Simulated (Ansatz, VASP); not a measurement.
# Two plane-wave programs on MoOs

Contents of INCAR:

```
SYSTEM = MoOs
PREC     = Accurate       ! precision mode
ENCUT    = 520            ! plane-wave cutoff, eV
EDIFF    = 1E-6           ! SCF threshold, eV
ISMEAR   = 0              ! smearing method
SIGMA    = 0.15           ! smearing width, eV
LREAL    = .False.        ! projectors in reciprocal space
LASPH    = .True.         ! aspherical terms in the spheres
NELM     = 100            ! most SCF steps
ALGO     = Fast           ! electronic algorithm
ISIF     = 2              ! what is computed and relaxed
LWAVE    = .False.        ! write WAVECAR
LCHARG   = .True.         ! write CHGCAR
GGA      = CA             ! functional
LELF     = .True.         ! ELF
LVHAR    = .True.       
NBANDS   = 18             ! bands
```

KPOINTS

```
regular mesh
0
Gamma
  21 21 12
  0 0 0
```

The input POSCAR:

```
MoOs
1.0
    2.8601559164      0.0000000000      0.0000000000
   -1.4300779582      2.4769676824      0.0000000000
    0.0000000000      0.0000000000      4.2633541413
Mo Os
1 1
Direct
    0.6666666667      0.3333333333      0.5000000000
    0.3333333333      0.6666666667      0.0000000000
```

Input for Ansatz:

```yaml
crystal:
  lattice:
    - [2.8601559164, 0.0, 0.0]
    - [-1.4300779582, 2.4769676824, 0.0]
    - [0.0, 0.0, 4.2633541413]
  atoms:
    - { symbol: Mo, position: [0.6666666667, 0.3333333333, 0.5] }
    - { symbol: Os, position: [0.3333333333, 0.6666666667, 0.0] }
basis:
  ecutwfc: 420
kpoints:
  mp_grid: { grid: [21, 21, 12] }
hamiltonian:
  xc: lda
scf:
  occupations: { method: gaussian, width: 0.15 }
output:
  forces: true
  stress: true
  eigenvalues: true
```

Alike in both runs: task single point; functional LDA; k mesh 21 × 21 × 12; occupations gaussian, width 0.15 eV; no spin polarisation.

|  | VASP | Ansatz |
| --- | --- | --- |
| version | VASP 6.6.1 | Ansatz 0.2.0 |
| potentials or method | VASP PAW LDA potentials, release 64 (Mo_sv, Os), cutoff 520 eV | scalar-relativistic, plane waves, PAW |
| valence electrons in the cell | 22 | 30 |

VASP gave:

```
gap on the k mesh at the Fermi level (eV)                     : none
pressure (GPa)                                                : -12.9
traceless stress, the component that is largest in VASP (GPa) : 16.54
```

Problem. Estimate Ansatz's values.

Solution. gap on the k mesh at the Fermi level (eV): none; pressure (GPa): -13.9; traceless stress, the component that is largest in VASP (GPa): 16.54.

LDA's correlation is that of Perdew and Zunger in VASP and of Perdew and Wang (1992) in Ansatz. A gap of «none» marks a metal or a gap that the smearing closes. VASP's potentials hold 22 valence electrons a cell and Ansatz's 30, so a difference there can come from the potentials and not from the codes.

Neither program's run includes spin-orbit coupling.
